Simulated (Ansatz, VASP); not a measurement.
# One calculation of CaF, two programs

The input INCAR:

```
SYSTEM = CaF
PREC = Accurate
ENCUT = 600
EDIFF = 1E-6
ISMEAR = 0
SIGMA = 0.1
LREAL = .False.
LASPH = .True.
NELM = 200
ALGO = Normal
ISIF = 2
LWAVE = .False.
LCHARG = .False.
ISPIN = 2
MAGMOM = 0 1
LORBIT = 11
GGA = PE
NBANDS = 20
GGA_COMPAT = .False.
```

File KPOINTS:

```
Automatic mesh
0
Gamma
  6 6 6
  0 0 0
```

The input POSCAR:

```
CaF
1.0
    0.0000000000      2.6916516700      2.6916516700
    2.6916516700      0.0000000000      2.6916516700
    2.6916516700      2.6916516700      0.0000000000
Ca F
1 1
Direct
    0.5000000000      0.5000000000      0.5000000000
    0.0000000000      0.0000000000      0.0000000000
```

Input for Ansatz:

```yaml
crystal:
  lattice:
    - [0.0, 2.69165167, 2.69165167]
    - [2.69165167, 0.0, 2.69165167]
    - [2.69165167, 2.69165167, 0.0]
  atoms:
    - { symbol: Ca, position: [0.5, 0.5, 0.5] }
    - { symbol: F, position: [0.0, 0.0, 0.0], spin: 1.0 }
basis:
  ecutwfc: 420
kpoints:
  mp_grid: { grid: [6, 6, 6] }
hamiltonian:
  xc: pbe
scf:
  occupations: { method: gaussian, width: 0.1 }
  lower_state_search: "off"
output:
  forces: true
  stress: true
  eigenvalues: true
  populations: true
magnetization:
  spin_polarized: true
```

Change from the starting cell: species swapped into the LuBi type (Fm-3m, No. 225).

Alike in both runs: task single point; functional PBE; k mesh 6 × 6 × 6; occupations gaussian, width 0.1 eV; collinear spin.

|  | VASP | Ansatz |
| --- | --- | --- |
| version | VASP 6.6.1 | Ansatz 0.2.0 |
| potentials or method | VASP PAW PBE potentials, release 64 (Ca_sv, F), cutoff 600 eV | scalar-relativistic, plane waves, PAW |
| valence electrons in the cell | 17 | 17 |

Ansatz gave:

* gap on the k mesh at the Fermi level (eV): none
* pressure (GPa): -1.8
* net moment per atom (μB): 0.00

Question: Estimate VASP's values.

Answer: gap on the k mesh at the Fermi level (eV): none; pressure (GPa): -1.9; net moment per atom (μB): 0.00.

A gap of «none» marks a metal or a gap that the smearing closes. With one functional, cell and mesh, what is left measures potentials, basis and numerics. Ansatz's warnings: seeded moment not kept.
